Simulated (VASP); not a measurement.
GaN: single point with PBE

Crystal: GaN.

```
CELL_PARAMETERS angstrom
-0.01502 2.24599 2.24599
2.24599 -0.01502 2.24599
2.24599 2.24599 -0.01502
ATOMIC_POSITIONS crystal
Ga 0.00000 0.00000 0.00000
N 0.75000 0.75000 0.75000
```

- Program: VASP 6.6.1
- Task: single point
- Functional: PBE
- Potentials or basis: VASP PAW PBE potentials, release 64 (Ga_d, N)
- Cutoff: 520 eV
- k mesh: 8 × 8 × 8
- Occupations: gaussian, width 0.02 eV
- Spin: no spin polarisation
- Dipole correction: no
- Further INCAR settings: ALGO = Normal; EDIFF = 1e-06; NBANDS = 16

* Pressure: 5.1 GPa
* Largest force: 0.103 eV/Å
* Band gap on the k mesh: 1.70 eV, direct

Forces in eV/Å, atoms in the order of the input:
```
Ga   0.059  0.059  0.059
N   -0.059 -0.059 -0.059
```

Stress tensor (GPa, compression positive):
```
5.12 1.29 1.29
1.29 5.12 1.29
1.29 1.29 5.12
```

Levels at points of the mesh, in eV from the valence-band top:
```
           k point  band 6  band 7  band 8  band 9  band 10  band 11  band 12  band 13
(0.00, 0.00, 0.00)  -13.15   -0.04   -0.04    0.00     1.70    10.20    10.20    10.44
(0.50, 0.00, 0.00)  -11.92   -7.07   -0.98   -0.97     4.64     8.68    10.31    10.44
(0.50, 0.50, 0.00)  -11.48   -6.15   -2.77   -2.68     3.33     6.64    11.68    13.90
(0.50, 0.50, 0.50)  -11.86   -7.05   -1.04   -1.04     4.53     8.74    10.25    10.25
```

It took 38 s on 1 thread of AMD EPYC 7R13, on a shared host, peak memory 0.12 GiB.
